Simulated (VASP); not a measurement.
Set up this calculation in VASP 6.6.1, as the native input.

- Task: relaxation of cell and atoms
- Functional: PBE
- Potentials or basis: VASP PAW PBE potentials, release 64 (Ti_sv, O)
- Cutoff: 600 eV
- k mesh: 6 × 6 × 10
- Occupations: gaussian, width 0.02 eV
- Spin: no spin polarisation
- Dipole correction: no
- Further INCAR settings: ALGO = Normal; EDIFF = 1e-06; IBRION = 2; EDIFFG = -0.005; NSW = 100; ISIF = 3

The structure of TiO2 lies in POSCAR:

```
TiO2
1.0
    4.5998373239      0.0000000000      0.0000000000
    0.0000000000      4.5998373239      0.0000000000
    0.0000000000      0.0000000000      2.9592135600
Ti O
2 4
Direct
    0.5000000000      0.5000000000      0.0000000000
    0.0000000000      0.0000000000      0.5000000000
    0.6956786800      0.6956786800      0.5000000000
    0.8043213200      0.1956786800      0.0000000000
    0.1956786800      0.8043213200      0.0000000000
    0.3043213200      0.3043213200      0.5000000000
```

These files were run (other wordings do the same):

INCAR

```
SYSTEM = TiO2
ALGO     = Normal         ! electronic algorithm
EDIFF    = 1E-6           ! SCF threshold, eV
EDIFFG   = -0.005         ! ionic threshold
ENCUT    = 600            ! plane-wave cutoff, eV
GGA      = PE             ! functional
IBRION   = 2              ! ionic algorithm
ISIF     = 3              ! what is computed and relaxed
ISMEAR   = 0              ! smearing method
LASPH    = .TRUE.         ! aspherical terms in the spheres
LCHARG   = .FALSE.        ! write CHGCAR
LREAL    = .FALSE.        ! projectors in reciprocal space
LWAVE    = .FALSE.        ! write WAVECAR
NELM     = 80             ! most SCF steps
NSW      = 100            ! ionic steps
PREC     = Accurate       ! precision mode
SIGMA    = 0.02           ! smearing width, eV
```

KPOINTS

```
k-points
0
G
  6 6 10
  0 0 0
```

Potentials or basis: VASP PAW PBE potentials, release 64 (Ti_sv, O).

The run is started by

```bash
$ cat potpaw_PBE.64/Ti_sv/POTCAR potpaw_PBE.64/O/POTCAR > POTCAR
$ mpirun -np 1 vasp_std > vasp.out
```

Results of the run:

* Relaxed volume: 10.67 Å³/atom
* Relaxed cell: a = 4.645 Å, b = 4.645 Å, c = 2.967 Å, α = 90.00°, β = 90.00°, γ = 90.00°
* Space group after relaxing (to 0.05 Å): P4_2/mnm (No. 136)
* Energy gained by relaxing: 3.4 meV/atom
* Ionic steps: 5
* Pressure after relaxing: 0.0 GPa
* Largest force after relaxing: 0.005 eV/Å
* Band gap on the k mesh: 1.83 eV, direct

Run time: 9.4 min on 1 thread of AMD EPYC 7R43 64-Core Processor (Zen 3), on a shared host, peak memory 0.22 GiB.
